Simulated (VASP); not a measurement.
# Y5N (P6/mmm) in VASP: further runs, part 2 of 2

VASP 6.6.1.

## Step 4: Relaxation of cell and atoms, PBE

File INCAR:

```
SYSTEM = Y5N
PREC = Accurate
ENCUT = 600
EDIFF = 1E-7
ISMEAR = 0
SIGMA = 0.1
LREAL = .FALSE.
LASPH = .TRUE.
NELM = 60
ALGO = Normal
ISIF = 3
LWAVE = .FALSE.
LCHARG = .FALSE.
GGA = PE
IBRION = 2
NSW = 90
EDIFFG = -0.04
```

File KPOINTS:

```
regular mesh
0
G
  6 6 4
  0 0 0
```

File POSCAR:

```
Y5N
1.0
    4.8450684700      0.0000000000      0.0000000000
   -2.4225342400      4.1959523800      0.0000000000
    0.0000000000      0.0000000000      6.5769419400
Y N
5 1
Direct
    0.6666666700      0.3333333300      0.7959949400
    0.0000000000      0.0000000000      0.0000000000
    0.6666666700      0.3333333300      0.2040050600
    0.3333333300      0.6666666700      0.2040050600
    0.3333333300      0.6666666700      0.7959949400
    0.0000000000      0.0000000000      0.5000000000
```

Potentials or basis: VASP PAW PBE potentials, release 64 (Y_sv, N).

Launch:

```console
> cat potpaw_PBE.64/Y_sv/POTCAR potpaw_PBE.64/N/POTCAR > POTCAR
> mpirun -np 1 vasp_std > vasp.out
```

OUTCAR:

```text
SYSTEM = Y5N
   PREC = Accurate
   ENCUT = 600
   EDIFF = 1E-7
   ISMEAR = 0
   LREAL = .FALSE.
   LASPH = .TRUE.
   NELM = 60
   ISIF = 3
   GGA = PE
   IBRION = 2
   NSW = 90
   EDIFFG = -0.04

 ion  position               nearest neighbor table
   1  0.667  0.333  0.796-   3 2.68   5 2.80   5 2.80   5 2.80   2 3.10   2 3.10   2 3.10   4 3.88
                             4 3.88   4 3.88   3 3.89
   2  0.000  0.000  0.000-   1 3.10   3 3.10   4 3.10   5 3.10   1 3.10   3 3.10   4 3.10   5 3.10
                             1 3.10   3 3.10   4 3.10   5 3.10
   3  0.667  0.333  0.204-   1 2.68   4 2.80   4 2.80   4 2.80   2 3.10   2 3.10   2 3.10   5 3.88
                             5 3.88   5 3.88   1 3.89
   4  0.333  0.667  0.204-   5 2.68   3 2.80   3 2.80   3 2.80   2 3.10   2 3.10   2 3.10   1 3.88
                             1 3.88   1 3.88   5 3.89
   5  0.333  0.667  0.796-   4 2.68   1 2.80   1 2.80   1 2.80   2 3.10   2 3.10   2 3.10   3 3.88
                             3 3.88   3 3.88   4 3.89
   6  0.000  0.000  0.500-

  LATTYP: Found a hexagonal cell.
 ALAT       =     4.8450684700
 C/A-ratio  =     1.3574507730

  Lattice vectors:

 A1 = (   4.8450684700,   0.0000000000,   0.0000000000)
 A2 = (  -2.4225342400,   4.1959523800,   0.0000000000)
 A3 = (   0.0000000000,   0.0000000000,   6.5769419400)

Analysis of symmetry for initial positions (statically):
=====================================================================
 Subroutine PRICEL returns:
 Original cell was already a primitive cell.

 Routine SETGRP: Setting up the symmetry group for a
 hexagonal supercell.

 Subroutine GETGRP returns: Found 24 space group operations
 (whereof 24 operations were pure point group operations)
 out of a pool of 24 trial point group operations.

The static configuration has the point symmetry D_6h.

Analysis of symmetry for dynamics (positions and initial velocities):
=====================================================================
 Subroutine PRICEL returns:
 Original cell was already a primitive cell.

 Routine SETGRP: Setting up the symmetry group for a
 hexagonal supercell.

 Subroutine GETGRP returns: Found 24 space group operations
 (whereof 24 operations were pure point group operations)
 out of a pool of 24 trial point group operations.

The dynamic configuration has the point symmetry D_6h.

 Subroutine INISYM returns: Found 24 space group operations
 (whereof 24 operations are pure point group operations),
 and found     1 'primitive' translations

----------------------------------------------------------------------------------------

                                     Primitive cell

  volume of cell :     133.7071

  direct lattice vectors                    reciprocal lattice vectors
     4.845068470  0.000000000  0.000000000     0.206395432  0.119162458  0.000000000
    -2.422534240  4.195952380  0.000000000     0.000000000  0.238324916  0.000000000
     0.000000000  0.000000000  6.576941940     0.000000000  0.000000000  0.152046348

  length of vectors
     4.845068470  4.845068474  6.576941940     0.238324917  0.238324916  0.152046348

  position of ions in fractional coordinates (direct lattice)
     0.666666670  0.333333330  0.795994940
     0.000000000  0.000000000  0.000000000
     0.666666670  0.333333330  0.204005060
     0.333333330  0.666666670  0.204005060
     0.333333330  0.666666670  0.795994940
     0.000000000  0.000000000  0.500000000

[... 27 lines left out ...]
  Shift w.r.t. Gamma in fractional coordinates (k-lattice)
     0.000000000  0.000000000  0.000000000

 Subroutine IBZKPT returns following result:
 ===========================================

 Found     21 irreducible k-points:

 Following reciprocal coordinates:
            Coordinates               Weight
  0.000000  0.000000  0.000000      1.000000
  0.166667  0.000000  0.000000      6.000000
  0.333333  0.000000  0.000000      6.000000
  0.500000  0.000000  0.000000      3.000000
  0.166667  0.166667  0.000000      6.000000
  0.333333  0.166667  0.000000     12.000000
[... 13 lines left out ...]
  0.333333  0.166667  0.500000     12.000000
  0.333333  0.333333  0.500000      2.000000
   k-points           NKPTS =     21   k-points in BZ     NKDIM =     21   number of bands    NBANDS=     36
   number of dos      NEDOS =    301   number of ions     NIONS =      6
   total plane-waves  NPLWV =  86400
   dimension x,y,z NGX =    40 NGY =   40 NGZ =   54
   dimension x,y,z NGXF=    80 NGYF=   80 NGZF=  108
   ions per type =               5   1
   NGX,Y,Z   is equivalent  to a cutoff of  13.72, 13.72, 13.65 a.u.
   NGXF,Y,Z  is equivalent  to a cutoff of  27.45, 27.45, 27.30 a.u.
 SYSTEM =  Y5N
   PREC   = accura    normal or accurate (medium, high low for compatibility)
   ISTART =      0    job   : 0-new  1-cont  2-samecut
   ICHARG =      2    charge: 1-file 2-atom 10-const
   ISPIN  =      1    spin polarized calculation?
   LNONCOLLINEAR =      F non collinear calculations
   LSORBIT =      F    spin-orbit coupling
   LASPH  =      T    aspherical Exc in radial PAW
   ENCUT  =  600.0 eV  44.10 Ry    6.64 a.u.   9.68  9.68 13.14*2*pi/ulx,y,z
   NELM   =     60;   NELMIN=  2; NELMDL= -5     # of ELM steps
   EDIFF  = 0.1E-06   stopping-criterion for ELM
   LREAL  =      F    real-space projection
   EDIFFG = -.4E-01   stopping-criterion for IOM
   NSW    =     90    number of steps for IOM
   IBRION =      2    ionic relax: 0-MD 1-quasi-New 2-CG
   NFREE  =      1    steps in history (QN), initial steepest desc. (CG)
   ISIF   =      3    stress and relaxation
   ISYM   =      2    0-nonsym 1-usesym 2-fastsym
   POTIM  = 0.5000    time-step for ionic-motion
   TEBEG  =    0.0;   TEEND  =   0.0 temperature during run
   PSTRESS=    0.0 pullay stress
   NELECT =      60.0000    total number of electrons
   NUPDOWN=      -1.0000    fix difference up-down
   EMIN   =  10.00;   EMAX   =-10.00  energy-range for DOS
   EFERMI =   0.00;   METHOD = LEGACY
   ISMEAR =     0;   SIGMA  =   0.10  broadening in eV -4-tet -1-fermi 0-gaus
   EFERMI_NEDOS =   21; number of points for ismear=-14 and -15
   IALGO  =     38    algorithm
   IMIX   =      4    mixing-type and parameters
     AMIX     =   0.40;   BMIX     =  1.00
     AMIX_MAG =   1.60;   BMIX_MAG =  1.00
  volume/ion in A,a.u.               =      22.28       150.38
  Fermi-wavevector in a.u.,A,eV,Ry     =   1.253354  2.368496 21.373341  1.570896
  Thomas-Fermi vector in A             =   2.387211
   LORBIT       =      0    0 simple, 1 ext, 2 COOP (PROOUT), +10 PAW based schemes
   GGA     = PE    functional components
   LHFCALC =     F    Hartree Fock is set to
   AEXX    =    0.0000 exact exchange contribution
   IVDW    =     0    specifies the selected vdW correction
   LEPSILON=     F    determine dielectric tensor
   LRPA    =     F    only Hartree local field effects (RPA)
 conjugate gradient relaxation of ions
 non-spin polarized calculation
 Gauss-broadening in eV      SIGMA  =   0.10
  energy-cutoff  :      600.00
  volume of cell :      133.71
 maximum number of plane-waves:      4488
 NGX is ok and might be reduce to    40
   NGX = 19   NGY = 19   NGZ = 27

--------------------------------------- Ionic step        1  -------------------------------------------

 number of electron      59.9999999 magnetization

 Free energy of the ion-electron system (eV)
  ---------------------------------------------------
  ext. energy  EPLUGINS =         0.00000000
  ---------------------------------------------------
  free energy    TOTEN  =       -30.84221827 eV

  energy without entropy =      -30.78377494  energy(sigma->0) =      -30.81299660

------------------------ aborting loop because EDIFF is reached ----------------------------------------

  FORCE on cell =-STRESS in cart. coord.  units (eV):
  Direction    XX          YY          ZZ          XY          YZ          ZX
  --------------------------------------------------------------------------------------
  -------------------------------------------------------------------------------------
  Total       19.3138814     19.3138815      6.5201400     -0.0000000     -0.0000000      0.0000000
  in kB      231.4332029    231.4332031     78.1291365     -0.0000003     -0.0000000      0.0000000
  external PRESSURE =     180.3318475 kB  Pullay stress =       0.0000000 kB
[... 1756 lines left out ...]
     35       4.4962      0.00000
     36       4.4962      0.00000

[... ionic steps 4 to 9 ...]

--------------------------------------- Ionic step       10  -------------------------------------------

 number of electron      60.0000002 magnetization

------------------------ aborting loop because EDIFF is reached ----------------------------------------
[... 75 lines left out ...]
--------------------------------------- Ionic step       12  -------------------------------------------

 number of electron      60.0000002 magnetization

 Free energy of the ion-electron system (eV)
  ---------------------------------------------------
  ext. energy  EPLUGINS =         0.00000000
  ---------------------------------------------------
  free energy    TOTEN  =       -35.55219267 eV

  energy without entropy =      -35.48714741  energy(sigma->0) =      -35.51967004

 E-fermi :   3.2507     XC(G=0):  -9.7035

 val. band max:        3.2488921637   @ k =   0.3333   0.1667   0.5000
 cond. band min:       3.2511905092   @ k =   0.3333   0.1667   0.0000
 fundamental gap:      0.0022983455
 Fermi energy:         3.2507117418
[... 850 lines left out ...]
  FREE ENERGIE OF THE ION-ELECTRON SYSTEM (eV)
  ---------------------------------------------------
  free  energy   TOTEN  =       -35.5521926679 eV

  energy  without entropy=      -35.4871474073  energy(sigma->0) =      -35.51967004

 reached required accuracy - stopping structural energy minimisation
```

OSZICAR:

```text
N       E                     dE             d eps       ncg     rms          rms(c)
DAV:   1     0.399246629369E+03    0.39925E+03   -0.34105E+04  1512   0.185E+03
DAV:   2     0.880451377007E+01   -0.39044E+03   -0.38198E+03  1636   0.432E+02
DAV:   3    -0.298211131073E+02   -0.38626E+02   -0.37167E+02  2480   0.815E+01
[... 178 lines left out ...]
DAV:   7    -0.355521969944E+02   -0.15053E-04   -0.26191E-04  2212   0.454E-02    0.273E-02
DAV:   8    -0.355521931018E+02    0.38926E-05   -0.44477E-05  2244   0.211E-02    0.526E-03
DAV:   9    -0.355521927875E+02    0.31434E-06   -0.39188E-06  1904   0.742E-03    0.231E-03
DAV:  10    -0.355521926515E+02    0.13600E-06   -0.39236E-07  1572   0.220E-03    0.702E-04
DAV:  11    -0.355521926679E+02   -0.16460E-07   -0.33804E-08   868   0.918E-04
  12 F= -.35552193E+02 E0= -.35519670E+02  d E =-.337722E-02
```

Wall time 18 min (1 thread of Intel Xeon 6975P-C (Granite Rapids), shared host); peak memory 0.39 GiB.

Results:

- Free energy: -35.5522 eV
- Relaxed volume: 27.21 Å³/atom
- Relaxed cell: a = 5.635 Å, b = 5.635 Å, c = 5.936 Å, α = 90.00°, β = 90.00°, γ = 120.00°
- Space group after relaxing (to 0.1 Å): P6/mmm (No. 191)
- Energy gained by relaxing: 785.0 meV/atom
- Ionic steps: 12
- Pressure after relaxing: -0.1 GPa
- Largest force after relaxing: 0.034 eV/Å
- Band gap on the k mesh: zero (bands 30 and 31 overlap by 0.59 eV)

Forces on the atoms (eV/Å):
```
Y    0.000  0.000 -0.034
Y    0.000  0.000  0.000
Y    0.000  0.000  0.034
Y    0.000  0.000  0.034
Y    0.000  0.000 -0.034
N    0.000  0.000  0.000
```

The path:
```
step  energy change (eV)  largest force (eV/Å)  pressure (GPa)  volume (Å³)
   1              0.0000                3.7780           18.03       133.71
   2             -3.7537                0.6870           -3.29       187.81
   3             -3.7646                0.8299           -2.47       183.53
   4             -4.2803                0.7017           -1.78       174.92
   5             -4.1662                0.7370            4.60       148.17
   6             -4.6443                0.4256           -0.06       164.71
   7             -4.6827                0.1036            1.27       158.46
   8             -4.6952                0.2023            0.82       160.48
   9             -4.6946                0.1784            0.92       160.01
  10             -4.7050                0.0405           -0.15       163.54
  11             -4.7066                0.0171            0.13       162.58
  12             -4.7100                0.0342           -0.06       163.25
```

Final structure:
```
CELL_PARAMETERS angstrom
5.63506 0.00000 0.00000
-2.81753 4.88010 0.00000
0.00000 0.00000 5.93642
ATOMIC_POSITIONS crystal
Y 0.66667 0.33333 0.75013
Y 0.00000 0.00000 0.00000
Y 0.66667 0.33333 0.24987
Y 0.33333 0.66667 0.24987
Y 0.33333 0.66667 0.75013
N 0.00000 0.00000 0.50000
```

Caveat: the volume moved by over 15 % at a fixed basis, so the end points are rough.

## Step 5: Single point, PBE

This run uses another cell than the first one, of 27.37 Å³/atom.

File INCAR:

```
SYSTEM = Y5N
PREC = Accurate
ENCUT = 520
EDIFF = 1E-6
ISMEAR = 0
SIGMA = 0.1
LREAL = .False.
LASPH = .True.
NELM = 60
ALGO = Normal
ISIF = 2
LWAVE = .False.
LCHARG = .True.
GGA = PE
LELF = .True.
LVHAR = .True.
NBANDS = 39
```

File KPOINTS:

```
regular mesh
0
Gamma
  12 12 6
  0 0 0
```

File POSCAR:

```
Y5N
1.0
    5.6575934782      0.0000000000      0.0000000000
   -2.8287967391      4.8996196764      0.0000000000
    0.0000000000      0.0000000000      5.9231819623
Y N
5 1
Direct
    0.6666666667      0.3333333333      0.7513187615
    0.0000000000      0.0000000000      0.0000000000
    0.6666666667      0.3333333333      0.2486812385
    0.3333333333      0.6666666667      0.2486812385
    0.3333333333      0.6666666667      0.7513187615
    0.0000000000      0.0000000000      0.5000000000
```

Potentials or basis: VASP PAW PBE potentials, release 64 (Y_sv, N).

Launch:

```console
> cat potpaw_PBE.64/Y_sv/POTCAR potpaw_PBE.64/N/POTCAR > POTCAR
> mpirun -np 1 vasp_std > vasp.out
```

OUTCAR:

```text
SYSTEM = Y5N
   PREC = Accurate
   ENCUT = 520
   EDIFF = 1E-6
   ISMEAR = 0
   LREAL = .False.
   LASPH = .True.
   NELM = 60
   ISIF = 2
   GGA = PE

 ion  position               nearest neighbor table
   1  0.667  0.333  0.751-   3 2.95   3 2.98   5 3.27   5 3.27   5 3.27   2 3.58   2 3.58   2 3.58

   2  0.000  0.000  0.000-   6 2.96   6 2.96   4 3.58   5 3.58   1 3.58   3 3.58   4 3.58   5 3.58
                             1 3.58   3 3.58   1 3.58   3 3.58   4 3.58   5 3.58
   3  0.667  0.333  0.249-   1 2.95   1 2.98   4 3.27   4 3.27   4 3.27   2 3.58   2 3.58   2 3.58

[... 1221 lines left out ...]
  Total       -0.1095501     -0.1095501     -0.0317900      0.0000000      0.0000000      0.0000000
  in kB       -1.0689918     -1.0689918     -0.3102077      0.0000000      0.0000000      0.0000000
  external PRESSURE =      -0.8160638 kB  Pullay stress =       0.0000000 kB

 VOLUME and BASIS-vectors are now :
 -----------------------------------------------------------------------------
  energy-cutoff  :      520.00
  volume of cell :      164.19
      direct lattice vectors                 reciprocal lattice vectors
     5.657593478  0.000000000  0.000000000     0.176753597  0.102048737  0.000000000
    -2.828796739  4.899619676  0.000000000     0.000000000  0.204097474  0.000000000
     0.000000000  0.000000000  5.923181962     0.000000000  0.000000000  0.168828175

 POSITION                                       TOTAL-FORCE (eV/Angst)
 -----------------------------------------------------------------------------------
      2.82880      1.63321      4.45020         0.000000      0.000000      0.007090
      0.00000      0.00000      0.00000        -0.000000      0.000000      0.000000
      2.82880      1.63321      1.47298         0.000000      0.000000     -0.007090
     -0.00000      3.26641      1.47298        -0.000000     -0.000000     -0.007090
     -0.00000      3.26641      4.45020        -0.000000     -0.000000      0.007090
      0.00000      0.00000      2.96159        -0.000000      0.000000      0.000000
 -----------------------------------------------------------------------------------
    total drift:                               -0.000000      0.000000     -0.000000

  FREE ENERGIE OF THE ION-ELECTRON SYSTEM (eV)
  ---------------------------------------------------
  free  energy   TOTEN  =       -35.5660036884 eV

  energy  without entropy=      -35.5076623389  energy(sigma->0) =      -35.53683301
```

OSZICAR:

```text
N       E                     dE             d eps       ncg     rms          rms(c)
DAV:   1     0.340051180650E+03    0.34005E+03   -0.29987E+04  5928   0.149E+03
DAV:   2    -0.797873978385E+00   -0.34085E+03   -0.32980E+03  6582   0.363E+02
DAV:   3    -0.358201310583E+02   -0.35022E+02   -0.33615E+02  9784   0.679E+01
DAV:   4    -0.387776257080E+02   -0.29575E+01   -0.28598E+01  8952   0.189E+01
DAV:   5    -0.389052336356E+02   -0.12761E+00   -0.12692E+00  8430   0.347E+00    0.438E+01
DAV:   6    -0.391754047216E+02   -0.27017E+00   -0.38451E+01  7924   0.160E+01    0.386E+01
DAV:   7    -0.358213618417E+02    0.33540E+01   -0.17511E+01  8402   0.892E+00    0.216E+01
DAV:   8    -0.355355692858E+02    0.28579E+00   -0.32380E+00  7245   0.616E+00    0.460E+00
DAV:   9    -0.355788923109E+02   -0.43323E-01   -0.54920E-01  8514   0.228E+00    0.163E+00
DAV:  10    -0.355670916989E+02    0.11801E-01   -0.78859E-02  8202   0.118E+00    0.734E-01
DAV:  11    -0.355666746502E+02    0.41705E-03   -0.18959E-02  8487   0.525E-01    0.486E-01
DAV:  12    -0.355659882463E+02    0.68640E-03   -0.25085E-03  8041   0.238E-01    0.849E-02
DAV:  13    -0.355660259176E+02   -0.37671E-04   -0.91516E-04  8640   0.981E-02    0.682E-02
DAV:  14    -0.355660087336E+02    0.17184E-04   -0.79640E-05  8065   0.361E-02    0.258E-02
DAV:  15    -0.355660040033E+02    0.47304E-05   -0.20721E-05  8216   0.178E-02    0.641E-03
DAV:  16    -0.355660036884E+02    0.31486E-06   -0.19348E-06  6227   0.551E-03
   1 F= -.35566004E+02 E0= -.35536833E+02  d E =-.583413E-01
```

stdout:

```text
POSCAR found type information on POSCAR Y N
 POSCAR found :  2 types and       6 ions
 scaLAPACK will be used
 LDA part: xc-table for (Slater+PW92), standard interpolation
 POSCAR, INCAR and KPOINTS ok, starting setup
 FFT: planning ... GRIDC
 FFT: planning ... GRID_SOFT
 FFT: planning ... GRID
 WAVECAR not read
 entering main loop
```

Wall time 5.8 min (1 thread of Intel Xeon 6975P-C (Granite Rapids), shared host); peak memory 0.56 GiB.

What came out:

```yaml
Free_energy: -35.5660 eV
Pressure: -0.1 GPa
Largest_force: 0.007 eV/Å
Band_gap_on_the_k_mesh: zero (bands 30 and 31 overlap by 0.61 eV)
```

Forces on the atoms (eV/Å):
```
Y    0.000  0.000  0.007
Y    0.000  0.000  0.000
Y    0.000  0.000 -0.007
Y    0.000  0.000 -0.007
Y    0.000  0.000  0.007
N    0.000  0.000  0.000
```

## Step 6: Overview

```csv
task,cell,k mesh,cutoff (eV),gap on the mesh (eV),pressure (GPa),largest force (eV/Å)
single point,"a = 4.845, b = 4.845, c = 6.577 Å, angles 90.0, 90.0, 120.0°, 6 atoms, atomic positions A",6 × 6 × 4,520,none,18.1,3.78
single point,"a = 5.614, b = 5.614, c = 5.957 Å, angles 90.0, 90.0, 120.0°, 6 atoms, atomic positions B",6 × 6 × 4,520,none,0.0,0.02
relaxation of cell and atoms,"relaxed from a = 4.845, b = 4.845, c = 6.577 Å, angles 90.0, 90.0, 120.0°, 6 atoms, atomic positions A",6 × 6 × 4,600,none,-0.1,0.03
single point,"a = 5.658, b = 5.658, c = 5.923 Å, angles 90.0, 90.0, 120.0°, 6 atoms, atomic positions C",12 × 12 × 6,520,none,-0.1,0.01
```

Alike in all rows: level PBE; potentials or basis VASP PAW PBE potentials, release 64 (Y_sv, N); no spin polarisation; smearing gaussian 0.1 eV.

Caveats: the stress differs along the axes, from 8 to 23 GPa (at least some runs); forces of over 1 eV/Å act on the atoms, so gaps and moduli don't describe the material at rest (at least some runs); the volume moved by over 15 % at a fixed basis, so the end points are rough (at least some runs).

Total energies depend on the potentials used, so only differences within one code and one set of settings carry meaning.
